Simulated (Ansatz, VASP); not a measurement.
V: VASP beside Ansatz

INCAR

```
SYSTEM = V
  PREC = Accurate
  ENCUT = 520
  EDIFF = 1E-6
  ISMEAR = -1
  SIGMA = 0.1
  LREAL = .FALSE.
  LASPH = .TRUE.
  NELM = 60
  ALGO = Normal
  ISIF = 2
  LWAVE = .FALSE.
  LCHARG = .FALSE.
  GGA = RE
  NBANDS = 12
```

The input KPOINTS:

```
regular mesh
0
G
  24 24 24
  0 0 0
```

Contents of POSCAR:

```
V
1.0
   -1.5470813191      1.5470813191      1.5470813191
    1.5470813191     -1.5470813191      1.5470813191
    1.5470813191      1.5470813191     -1.5470813191
V
1
Direct
    0.0000000000      0.0000000000      0.0000000000
```

Input for Ansatz:

```yaml
crystal:
  lattice:
    - [-1.5470813191, 1.5470813191, 1.5470813191]
    - [1.5470813191, -1.5470813191, 1.5470813191]
    - [1.5470813191, 1.5470813191, -1.5470813191]
  atoms:
    - { symbol: V, position: [0.0, 0.0, 0.0] }
hamiltonian:
  xc: revpbe
  pseudopotentials:
    kind: paw
    azcp:
      V: "pseudopotentials/V.paw.azcp"
basis:
  ecutwfc: 420
  fft_grid_basis: typed
kpoints:
  mp_grid: { grid: [24, 24, 24], shift: [0, 0, 0] }
magnetization:
  spin_polarized: false
scf:
  occupations: { method: fermi_dirac, width: 0.1 }
output:
  stress: true
```

Alike in both runs: task single point; functional revPBE; k mesh 24 × 24 × 24; occupations fermi-dirac, width 0.1 eV; no spin polarisation.

```csv
,VASP,Ansatz
version,VASP 6.6.1,Ansatz 0.2.0
potentials or method,"VASP PAW PBE potentials, release 64 (V_sv), cutoff 520 eV","plane waves (420 eV) with PAW, scalar-relativistic"
valence electrons in the cell,13,13
```

```csv
,VASP,Ansatz,Ansatz less VASP
pressure (GPa),-11.3,-11.4,-0.18
```

VASP's potentials were made for PBE, not for revPBE.
